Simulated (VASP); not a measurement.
The system is Rh.

```
Rh
1.0
     2.73098    0.00000    0.00000
    -1.36549    2.36510    0.00000
     0.00000    0.00000    4.42849
Rh
2
Direct
  0.66667 0.33333 0.75000
  0.33333 0.66667 0.25000
```

Base run:

```yaml
Program: VASP 6.6.1
Functional: LDA
Potentials_or_basis: VASP PAW LDA potentials, release 64 (Rh_pv)
Cutoff: 520 eV
k_mesh: 10 × 10 × 5
Occupations: gaussian, width 0.5 eV
Spin: no spin polarisation
```

Its results: band gap on the k mesh zero (band 15 reaches 11.69 eV, above the bottom of band 16 at 9.50 eV); pressure -16.8 GPa.

Problem. The run is repeated on the same cell with these changes: occupations from gaussian, width 0.5 eV to gaussian, width 0.3 eV. What comes out?

Solution. Band gap on the k mesh zero (band 15 reaches 11.68 eV, above the bottom of band 16 at 9.50 eV); pressure -18.0 GPa.
